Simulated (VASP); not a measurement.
# CaO (Pm-3m) in VASP: notebook

CaO is run at these levels: PBEsol, PBE, r2SCAN; tasks: vibrations by perturbation theory, dielectric tensor.

Program: VASP 6.6.1. These are calculated values, not measurements. Logs are shortened: lines on timing, memory, paths and dates and some standing lists are left out, and cuts for length are marked.

## 1. The cell of the first run

It takes space group Pm-3m (No. 221, cubic). Conventional cell: a = 2.888 Å, b = 2.888 Å, c = 2.888 Å, α = 90.00°, β = 90.00°, γ = 90.00°. Within 3.3 Å of Ca (site symmetry m-3m) lie 8 O at 2.50 Å and 6 Ca at 2.89 Å. Within 3.3 Å of O (site symmetry m-3m) lie 8 Ca at 2.50 Å and 6 O at 2.89 Å.

## 2. Vibrations by perturbation theory, PBEsol

Contents of INCAR:

```
SYSTEM = CaO
ALGO = Normal
EDIFF = 1E-8
ENCUT = 520
GGA = PS
IBRION = 8
ISIF = 2
ISMEAR = 0
LASPH = .TRUE.
LCHARG = .TRUE.
LEPSILON = .TRUE.
LREAL = .FALSE.
LWAVE = .FALSE.
NELM = 100
NSW = 1
PREC = Accurate
SIGMA = 0.01
```

Contents of KPOINTS:

```
k-points
0
G
  8 8 8
  0 0 0
```

Contents of POSCAR:

```
CaO
1.0
    2.8882851423      0.0000000000      0.0000000000
    0.0000000000      2.8882851423      0.0000000000
    0.0000000000      0.0000000000      2.8882851423
Ca O
1 1
Direct
    0.0000000000      0.0000000000      0.0000000000
    0.5000000000      0.5000000000      0.5000000000
```

Potentials or basis: VASP PAW PBE potentials, release 64 (Ca_sv, O).

Command:

```bash
> cat potpaw_PBE.64/Ca_sv/POTCAR potpaw_PBE.64/O/POTCAR > POTCAR
> mpirun -np 1 vasp_std > vasp.out
```

OUTCAR:

```text
SYSTEM = CaO
   EDIFF = 1E-8
   ENCUT = 520
   GGA = PS
   IBRION = 8
   ISIF = 2
   ISMEAR = 0
   LASPH = .TRUE.
   LEPSILON = .TRUE.
   LREAL = .FALSE.
   NELM = 100
   NSW = 1
   PREC = Accurate

 ion  position               nearest neighbor table
   1  0.000  0.000  0.000-   2 2.50   2 2.50   2 2.50   2 2.50   2 2.50   2 2.50   2 2.50   2 2.50

   2  0.500  0.500  0.500-   1 2.50   1 2.50   1 2.50   1 2.50   1 2.50   1 2.50   1 2.50   1 2.50

  LATTYP: Found a simple cubic cell.
 ALAT       =     2.8882851423

  Lattice vectors:

 A1 = (   2.8882851423,   0.0000000000,   0.0000000000)
 A2 = (   0.0000000000,   2.8882851423,   0.0000000000)
 A3 = (   0.0000000000,   0.0000000000,   2.8882851423)

Analysis of symmetry for initial positions (statically):
=====================================================================
 Subroutine PRICEL returns:
 Original cell was already a primitive cell.

 Routine SETGRP: Setting up the symmetry group for a
 simple cubic supercell.

 Subroutine GETGRP returns: Found 48 space group operations
 (whereof 48 operations were pure point group operations)
 out of a pool of 48 trial point group operations.

The static configuration has the point symmetry O_h .

Analysis of symmetry for dynamics (positions and initial velocities):
=====================================================================
 Subroutine PRICEL returns:
 Original cell was already a primitive cell.

 Routine SETGRP: Setting up the symmetry group for a
 simple cubic supercell.

 Subroutine GETGRP returns: Found 48 space group operations
 (whereof 48 operations were pure point group operations)
 out of a pool of 48 trial point group operations.

The dynamic configuration has the point symmetry O_h .

[... 594 lines left out ...]
 -----------------------------------------------------------------------------
    -0.01066 -0.00000 -0.00000
     0.00000  0.01643 -0.00000
    -0.00000 -0.00000  0.01643

 MACROSCOPIC STATIC DIELECTRIC TENSOR (including local field effects in DFT)
 ------------------------------------------------------
           4.600361    -0.000000    -0.000000
          -0.000000     4.600361     0.000000
           0.000000    -0.000000     4.600361
 ------------------------------------------------------

 PIEZOELECTRIC TENSOR (including local field effects)  for field in x, y, z        (e  Angst)
          XX          YY          ZZ          XY          YZ          ZX
  --------------------------------------------------------------------------------
  x     0.00000     0.00000     0.00000     0.00000     0.00000     0.00000
  y     0.00000     0.00000     0.00000     0.00000     0.00000     0.00000
  z     0.00000     0.00000     0.00000     0.00000     0.00000     0.00000

 PIEZOELECTRIC TENSOR (including local field effects)  for field in x, y, z        (C/m^2)
          XX          YY          ZZ          XY          YZ          ZX
  --------------------------------------------------------------------------------
  x     0.00000     0.00000     0.00000     0.00000     0.00000     0.00000
  y     0.00000     0.00000     0.00000     0.00000     0.00000     0.00000
  z     0.00000     0.00000     0.00000     0.00000     0.00000     0.00000

 BORN EFFECTIVE CHARGES (including local field effects) (in |e|, cummulative output)
 ---------------------------------------------------------------------------------
 ion    1
    1     2.56105     0.00000     0.00000
    2     0.00000     2.56105     0.00000
    3    -0.00000     0.00000     2.56105
 ion    2
    1    -2.56105    -0.00000    -0.00000
    2    -0.00000    -2.56105     0.00000
    3     0.00000    -0.00000    -2.56105

 INTERNAL STRAIN TENSOR FOR ION    2 for displacements in x,y,z  (eV/Angst):
          X           Y           Z          XY          YZ          ZX
  --------------------------------------------------------------------------------
  x     0.00000     0.00000     0.00000     0.00000     0.00000     0.00000
  y     0.00000     0.00000     0.00000     0.00000     0.00000     0.00000
  z     0.00000     0.00000     0.00000     0.00000     0.00000     0.00000

 SECOND DERIVATIVES (NOT SYMMETRIZED)
 ------------------------------------
               1X          1Y          1Z          2X          2Y          2Z
  1X    -0.909650   -0.000000    0.000000    0.909650    0.000000    0.000000
  1Y    -0.000000   -0.909650   -0.000000    0.000000    0.909650    0.000000
  1Z    -0.000000   -0.000000   -0.909650    0.000000    0.000000    0.909650
  2X     0.877969    0.000000    0.000000   -0.877969   -0.000000    0.000000
  2Y     0.000000    0.877969    0.000000    0.000000   -0.877969   -0.000000
  2Z    -0.000000    0.000000    0.877969    0.000000    0.000000   -0.877969

 Eigenvectors and eigenvalues of the dynamical matrix
 ----------------------------------------------------

   1 f  =    4.354234 THz    27.358462 2PiTHz  145.241629 cm-1    18.007659 meV
             X         Y         Z           dx          dy          dz
      0.000000  0.000000  0.000000     0.540950   -0.000000    0.000000
      1.444143  1.444143  1.444143    -0.841055    0.000000    0.000000
[... 21 lines left out ...]
   6 f/i=    0.035111 THz     0.220612 2PiTHz    1.171192 cm-1     0.145209 meV
             X         Y         Z           dx          dy          dz
      0.000000  0.000000  0.000000    -0.149719   -0.827621    0.000000
      1.444143  1.444143  1.444143    -0.096296   -0.532310    0.000000

--------------------------------------------------------------------------------------------------------

 MACROSCOPIC STATIC DIELECTRIC TENSOR IONIC CONTRIBUTION
 ------------------------------------------------------
          55.102164     0.000000     0.000000
           0.000000    55.102164     0.000000
           0.000000     0.000000    55.102164
 ------------------------------------------------------

 ELASTIC MODULI CONTR FROM IONIC RELAXATION (kBar)
 Direction    XX          YY          ZZ          XY          YZ          ZX
 --------------------------------------------------------------------------------
 XX           0.0000      0.0000      0.0000      0.0000      0.0000      0.0000
 YY           0.0000      0.0000      0.0000      0.0000      0.0000      0.0000
 ZZ           0.0000      0.0000      0.0000      0.0000      0.0000      0.0000
 XY           0.0000      0.0000      0.0000      0.0000      0.0000      0.0000
 YZ           0.0000      0.0000      0.0000      0.0000      0.0000      0.0000
 ZX           0.0000      0.0000      0.0000      0.0000      0.0000      0.0000
 --------------------------------------------------------------------------------

 PIEZOELECTRIC TENSOR IONIC CONTR  for field in x, y, z        (C/m^2)
          XX          YY          ZZ          XY          YZ          ZX
  --------------------------------------------------------------------------------
  x     0.00000     0.00000     0.00000     0.00000     0.00000     0.00000
  y     0.00000     0.00000     0.00000     0.00000     0.00000     0.00000
  z     0.00000     0.00000     0.00000     0.00000     0.00000     0.00000
```

OSZICAR:

```text
N       E                     dE             d eps       ncg     rms          rms(c)
DAV:   1     0.130103463636E+03    0.13010E+03   -0.86556E+03   840   0.140E+03
DAV:   2    -0.745712056139E+01   -0.13756E+03   -0.12963E+03   972   0.342E+02
DAV:   3    -0.136771728574E+02   -0.62201E+01   -0.61374E+01  1076   0.729E+01
DAV:   4    -0.138834289734E+02   -0.20626E+00   -0.20594E+00  1184   0.121E+01
[... 260 lines left out ...]
RMM:  15    -0.359959867751E+00   -0.22008E-07    0.38321E-08  3852   0.233E-05    0.164E-06
RMM:  16    -0.359959854790E+00    0.12961E-07    0.22724E-08  3546   0.125E-05    0.180E-06
RMM:  17    -0.359959865271E+00   -0.10481E-07    0.11216E-08  3243   0.740E-06    0.913E-07
RMM:  18    -0.359959868058E+00   -0.27873E-08    0.96187E-09  3200   0.511E-06    0.307E-07
 Linear response finished
```

Wall time 1.7 min (1 thread of Intel Xeon 6975P-C (Granite Rapids), shared host); peak memory 0.19 GiB.

Results:

```yaml
Electronic_dielectric_tensor_diagonal: 4.60
Born_charges_mean_of_the_diagonal: Ca +2.56; O -2.56 e
Highest_phonon_frequency_at_Γ_LO-TO_splitting_left_out: 145 cm⁻¹
```

Phonon frequencies in cm⁻¹ (negative: imaginary):
```tsv
q point	frequencies
(0.000, 0.000, 0.000)	-1 -1 -1 145 145 145
```

Electronic dielectric tensor:
```
4.60 0.00 0.00
0.00 4.60 0.00
0.00 0.00 4.60
```

Born effective charge tensors (e):
atom 1, Ca
```
2.56 0.00 0.00
0.00 2.56 0.00
0.00 0.00 2.56
```
atom 2, O
```
-2.56  0.00  0.00
 0.00 -2.56  0.00
 0.00  0.00 -2.56
```

(Part 1 of 2 ends here.)
